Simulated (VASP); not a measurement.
# SnSe in VASP: further runs

SnSe is run at these levels: r2SCAN; tasks: single point.

Program: VASP 6.6.1. These are calculated values, not measurements. Logs are shortened: lines on timing, memory, paths and dates and some standing lists are left out, and cuts for length are marked.

## Step 1: The cell of the first run

The structure is tetragonal, space group I4/mmm (No. 139). The conventional cell has a = 4.257 Å, b = 4.257 Å, c = 6.321 Å, α = 90.00°, β = 90.00°, γ = 90.00°. Sn (site symmetry 4/mmm) has 6 Se at 3.01 to 3.16 Å within 4.0 Å. Within 4.0 Å of Se (site symmetry 4/mmm) lie 6 Sn at 3.01 to 3.16 Å.

## Step 2: Single point, r2SCAN (strain +0.000 along x and y, +0.050 along z)

Input file POSCAR:

```
SnSe
1.0
    0.0000000000      3.0100000000      3.1605000000
    3.0100000000      0.0000000000      3.1605000000
    3.0100000000      3.0100000000      0.0000000000
Sn Se
1 1
Direct
    0.0000000000      0.0000000000      0.0000000000
    0.5000000000      0.5000000000      0.5000000000
```

Input file INCAR.step1:

```
SYSTEM = SnSe
PREC = Accurate ; ENCUT = 520
ISMEAR = 0 ; SIGMA = 0.05
LREAL = .False. ; LASPH = .True.
NELM = 100 ; NBANDS = 17
GGA = PE ; ALGO = Normal
EDIFF = 1E-4 ; LWAVE = .True.
LCHARG = .False.
```

Input file INCAR.step2:

```
SYSTEM = SnSe
PREC = Accurate ; ENCUT = 520
EDIFF = 1E-6 ; ISMEAR = 0
SIGMA = 0.05 ; LREAL = .False.
LASPH = .True. ; NELM = 100
ALGO = Normal ; ISIF = 2
LWAVE = .False. ; LCHARG = .True.
METAGGA = R2SCAN ; LMIXTAU = .True.
LELF = .True. ; LVHAR = .True.
NBANDS = 17 ; ISTART = 1
```

Input file KPOINTS:

```
Automatic mesh
0
Gamma
  10 10 10
  0 0 0
```

Potentials or basis: VASP PAW PBE potentials, release 64 (Sn_d, Se).

The run is started by

```bash
$ cat potpaw_PBE.64/Sn_d/POTCAR potpaw_PBE.64/Se/POTCAR > POTCAR
$ cp INCAR.step1 INCAR
$ mpirun -np 1 vasp_std > vasp.out
$ cp INCAR.step2 INCAR
$ mpirun -np 1 vasp_std > vasp.out
```

OUTCAR:

```text
SYSTEM = SnSe
   PREC = Accurate
   ENCUT = 520
   EDIFF = 1E-6
   ISMEAR = 0
   LREAL = .False.
   LASPH = .True.
   NELM = 100
   ISIF = 2
   METAGGA = R2SCAN
   ISTART = 1

 ion  position               nearest neighbor table
   1  0.000  0.000  0.000-   2 3.01   2 3.01   2 3.01   2 3.01   2 3.16   2 3.16
   2  0.500  0.500  0.500-   1 3.01   1 3.01   1 3.01   1 3.01   1 3.16   1 3.16

  LATTYP: Found a body centered tetragonal cell.
 ALAT       =     4.2567828227
 C/A-ratio  =     1.4849242405

  Lattice vectors:

 A1 = (  -3.0100000000,   0.0000000000,   3.1605000000)
 A2 = (   3.0100000000,   0.0000000000,   3.1605000000)
 A3 = (   0.0000000000,   3.0100000000,  -3.1605000000)

Analysis of symmetry for initial positions (statically):
=====================================================================
 Subroutine PRICEL returns:
 Original cell was already a primitive cell.

 Routine SETGRP: Setting up the symmetry group for a
 body centered tetragonal supercell.

 Subroutine GETGRP returns: Found 16 space group operations
 (whereof 16 operations were pure point group operations)
 out of a pool of 16 trial point group operations.

The static configuration has the point symmetry D_4h.

Analysis of symmetry for dynamics (positions and initial velocities):
=====================================================================
 Subroutine PRICEL returns:
 Original cell was already a primitive cell.

 Routine SETGRP: Setting up the symmetry group for a
 body centered tetragonal supercell.

 Subroutine GETGRP returns: Found 16 space group operations
 (whereof 16 operations were pure point group operations)
 out of a pool of 16 trial point group operations.

The dynamic configuration has the point symmetry D_4h.

 Subroutine INISYM returns: Found 16 space group operations
 (whereof 16 operations are pure point group operations),
 and found     1 'primitive' translations

----------------------------------------------------------------------------------------

                                     Primitive cell

  volume of cell :      57.2689

  direct lattice vectors                    reciprocal lattice vectors
     0.000000000  3.010000000  3.160500000    -0.166112957  0.166112957  0.158202816
     3.010000000  0.000000000  3.160500000     0.166112957 -0.166112957  0.158202816
     3.010000000  3.010000000  0.000000000     0.166112957  0.166112957 -0.158202816

  length of vectors
     4.364500000  4.364500000  4.256782823     0.283222810  0.283222810  0.283222810

  position of ions in fractional coordinates (direct lattice)
     0.000000000  0.000000000  0.000000000
     0.500000000  0.500000000  0.500000000

  ion indices of the primitive-cell ions
   primitive index   ion index
                 1           1
                 2           2

----------------------------------------------------------------------------------------

 KPOINTS: Automatic mesh

Automatic generation of k-mesh.
 Grid dimensions read from file:
 generate k-points for:   10   10   10

 Generating k-lattice:

  Cartesian coordinates                     Fractional coordinates (reciprocal lattice)
    -0.016611296  0.016611296  0.015820282     0.100000000  0.000000000  0.000000000
     0.016611296 -0.016611296  0.015820282     0.000000000  0.100000000  0.000000000
     0.016611296  0.016611296 -0.015820282     0.000000000  0.000000000  0.100000000

  Length of vectors
     0.028322281  0.028322281  0.028322281

  Shift w.r.t. Gamma in fractional coordinates (k-lattice)
     0.000000000  0.000000000  0.000000000

 Subroutine IBZKPT returns following result:
 ===========================================

 Found    102 irreducible k-points:

 Following reciprocal coordinates:
            Coordinates               Weight
  0.000000  0.000000  0.000000      1.000000
  0.100000  0.000000  0.000000      8.000000
  0.200000  0.000000  0.000000      8.000000
  0.300000  0.000000  0.000000      8.000000
  0.400000 -0.000000  0.000000      8.000000
  0.500000 -0.000000  0.000000      4.000000
[... 16 lines left out ...]
  0.300000  0.300000  0.000000      2.000000
  0.400000  0.300000  0.000000      8.000000
 [... further k-points ...]
   k-points           NKPTS =    102   k-points in BZ     NKDIM =    102   number of bands    NBANDS=     17
   number of dos      NEDOS =    301   number of ions     NIONS =      2
   total plane-waves  NPLWV =  32768
   dimension x,y,z NGX =    32 NGY =   32 NGZ =   32
   dimension x,y,z NGXF=    64 NGYF=   64 NGZF=   64
   ions per type =               1   1
   NGX,Y,Z   is equivalent  to a cutoff of  12.19, 12.19, 12.50 a.u.
   NGXF,Y,Z  is equivalent  to a cutoff of  24.38, 24.38, 24.99 a.u.
 SYSTEM =  SnSe
   PREC   = accura    normal or accurate (medium, high low for compatibility)
   ISTART =      1    job   : 0-new  1-cont  2-samecut
   ICHARG =      0    charge: 1-file 2-atom 10-const
   ISPIN  =      1    spin polarized calculation?
   LNONCOLLINEAR =      F non collinear calculations
   LSORBIT =      F    spin-orbit coupling
   LASPH  =      T    aspherical Exc in radial PAW
   ENCUT  =  520.0 eV  38.22 Ry    6.18 a.u.   8.12  8.12  7.91*2*pi/ulx,y,z
   NELM   =    100;   NELMIN=  2; NELMDL=  0     # of ELM steps
   EDIFF  = 0.1E-05   stopping-criterion for ELM
   LREAL  =      F    real-space projection
   EDIFFG = 0.1E-04   stopping-criterion for IOM
   NSW    =      0    number of steps for IOM
   IBRION =     -1    ionic relax: 0-MD 1-quasi-New 2-CG
   NFREE  =      0    steps in history (QN), initial steepest desc. (CG)
   ISIF   =      2    stress and relaxation
   ISYM   =      2    0-nonsym 1-usesym 2-fastsym
   POTIM  = 0.5000    time-step for ionic-motion
   TEBEG  =    0.0;   TEEND  =   0.0 temperature during run
   PSTRESS=    0.0 pullay stress
   NELECT =      20.0000    total number of electrons
   NUPDOWN=      -1.0000    fix difference up-down
   EMIN   =  10.00;   EMAX   =-10.00  energy-range for DOS
   EFERMI =   0.00;   METHOD = LEGACY
   ISMEAR =     0;   SIGMA  =   0.05  broadening in eV -4-tet -1-fermi 0-gaus
   EFERMI_NEDOS =   21; number of points for ismear=-14 and -15
   IALGO  =     38    algorithm
   IMIX   =      4    mixing-type and parameters
     AMIX     =   0.40;   BMIX     =  1.00
     AMIX_MAG =   1.60;   BMIX_MAG =  1.00
  volume/ion in A,a.u.               =      28.63       193.23
  Fermi-wavevector in a.u.,A,eV,Ry     =   1.152865  2.178600 18.083482  1.329098
  Thomas-Fermi vector in A             =   2.289513
   LORBIT       =      0    0 simple, 1 ext, 2 COOP (PROOUT), +10 PAW based schemes
   METAGGA = R2SCAN    functional components
   LHFCALC =     F    Hartree Fock is set to
   AEXX    =    0.0000 exact exchange contribution
   IVDW    =     0    specifies the selected vdW correction
   LEPSILON=     F    determine dielectric tensor
   LRPA    =     F    only Hartree local field effects (RPA)
 non-spin polarized calculation
 Gauss-broadening in eV      SIGMA  =   0.05
  energy-cutoff  :      520.00
  volume of cell :       57.27
 maximum number of plane-waves:      1554
   NGX = 17   NGY = 17   NGZ = 15

 number of electron      19.9999996 magnetization

 Free energy of the ion-electron system (eV)
  ---------------------------------------------------
  ext. energy  EPLUGINS =         0.00000000
  ---------------------------------------------------
  free energy    TOTEN  =       -39.82828682 eV

  energy without entropy =      -39.82828680  energy(sigma->0) =      -39.82828681

 E-fermi :   5.3325     XC(G=0):  -9.9462

 val. band max:        5.1822620502   @ k =   0.5000  -0.0000   0.0000
 cond. band min:       5.4827459974   @ k =   0.5000  -0.0000   0.0000
 fundamental gap:      0.3004839472
 Fermi energy:         5.3325074486

 k-point     1 :       0.0000    0.0000    0.0000
  band No.  band energies     occupation
      1     -17.4029      2.00000
      2     -17.3948      2.00000
      3     -17.3948      2.00000
      4     -17.3770      2.00000
      5     -17.3763      2.00000
      6      -9.2208      2.00000
[... 9 lines left out ...]
     16      11.4077      0.00000
     17      12.8312      0.00000

 k-point     2 :       0.1000    0.0000    0.0000
  band No.  band energies     occupation
      1     -17.4031      2.00000
      2     -17.3945      2.00000
      3     -17.3942      2.00000
      4     -17.3769      2.00000
      5     -17.3763      2.00000
      6      -9.1537      2.00000
[... 9 lines left out ...]
     16      11.6274      0.00000
     17      13.4411      0.00000

 k-point     3 :       0.2000    0.0000    0.0000
  band No.  band energies     occupation
      1     -17.4037      2.00000
      2     -17.3938      2.00000
      3     -17.3927      2.00000
      4     -17.3782      2.00000
      5     -17.3741      2.00000
      6      -8.9659      2.00000
[... 9 lines left out ...]
     16      12.2170      0.00000
     17      14.8570      0.00000

 k-point     4 :       0.3000    0.0000    0.0000
  band No.  band energies     occupation
      1     -17.4048      2.00000
      2     -17.3928      2.00000
      3     -17.3917      2.00000
      4     -17.3792      2.00000
      5     -17.3711      2.00000
      6      -8.7030      2.00000
[... 9 lines left out ...]
     16      13.1457      0.00000
     17      16.4799      0.00000
[... 343 lines left out ...]
      1     -17.4039      2.00000
      2     -17.3939      2.00000
      3     -17.3900      2.00000
      4     -17.3825      2.00000
      5     -17.3683      2.00000
      6      -8.5971      2.00000
[... 9 lines left out ...]
     16      14.0273      0.00000
     17      15.0884      0.00000

 k-point    23 :       0.3000    0.3000    0.0000
  band No.  band energies     occupation
      1     -17.4158      2.00000
      2     -17.3865      2.00000
      3     -17.3864      2.00000
      4     -17.3799      2.00000
      5     -17.3731      2.00000
      6      -8.6087      2.00000
[... 9 lines left out ...]
     16      15.2981      0.00000
     17      15.2981      0.00000

 k-point    24 :       0.4000    0.3000    0.0000
  band No.  band energies     occupation
      1     -17.4180      2.00000
      2     -17.3852      2.00000
      3     -17.3850      2.00000
      4     -17.3795      2.00000
      5     -17.3731      2.00000
      6      -8.4336      2.00000
[... 9 lines left out ...]
     16      16.0107      0.00000
     17      16.4799      0.00000

 [... further k-points ...]
[... 5 lines left out ...]
  --------------------------------------------------------------------------------------
  -------------------------------------------------------------------------------------
  Total       -0.2286649     -0.2286649     -1.7696879      0.0000000     -0.0000000     -0.0000000
  in kB       -6.3972216     -6.3972216    -49.5094941      0.0000000     -0.0000000     -0.0000000
  external PRESSURE =     -20.7679791 kB  Pullay stress =       0.0000000 kB

 VOLUME and BASIS-vectors are now :
 -----------------------------------------------------------------------------
  energy-cutoff  :      520.00
  volume of cell :       57.27
      direct lattice vectors                 reciprocal lattice vectors
     0.000000000  3.010000000  3.160500000    -0.166112957  0.166112957  0.158202816
     3.010000000  0.000000000  3.160500000     0.166112957 -0.166112957  0.158202816
     3.010000000  3.010000000  0.000000000     0.166112957  0.166112957 -0.158202816

 POSITION                                       TOTAL-FORCE (eV/Angst)
 -----------------------------------------------------------------------------------
      0.00000      0.00000      0.00000        -0.000000      0.000000      0.000000
      3.01000      3.01000      3.16050         0.000000     -0.000000     -0.000000
 -----------------------------------------------------------------------------------
    total drift:                                0.000000     -0.000000     -0.000000

  FREE ENERGIE OF THE ION-ELECTRON SYSTEM (eV)
  ---------------------------------------------------
  free  energy   TOTEN  =       -39.8282868233 eV

  energy  without entropy=      -39.8282867963  energy(sigma->0) =      -39.82828681
```

Run time: 4 min. Hardware: 1 thread of Intel Xeon Platinum 8259CL at 2.50GHz (Skylake/Cascade Lake), shared host; peak memory 0.25 GiB.

Results:

| Quantity | Value |
| --- | --- |
| Free energy | -39.8283 eV |
| Pressure | -2.1 GPa |
| Band gap on the k mesh | 0.30 eV, direct |

Stress tensor (GPa, compression positive):
```
-0.64  0.00  0.00
 0.00 -0.64  0.00
 0.00  0.00 -4.95
```

Levels at points of the mesh, in eV from the valence-band top:
```tsv
k point	band 7	band 8	band 9	band 10	band 11	band 12	band 13	band 14
(0.00, 0.00, 0.00)	-5.41	-2.65	-2.65	-2.20	3.45	4.55	4.55	5.87
(0.50, 0.00, 0.00)	-8.35	-2.29	-2.20	0.00	0.30	1.08	1.27	8.40
(0.50, 0.50, 0.00)	-6.21	-5.53	-3.81	-3.81	3.37	5.36	5.36	5.37
(0.50, 0.00, 0.50)	-6.41	-5.66	-4.17	-3.63	3.22	4.52	5.69	6.06
```

Caveat: the cell differs from its parent crystal (strain +0.000 along x and y, +0.050 along z); the PAW data sets were made with another functional, which shifts forces and pressure a little; spin-orbit coupling is left out, which moves the levels of the heavy elements.

(Continued in part 2 of 2.)
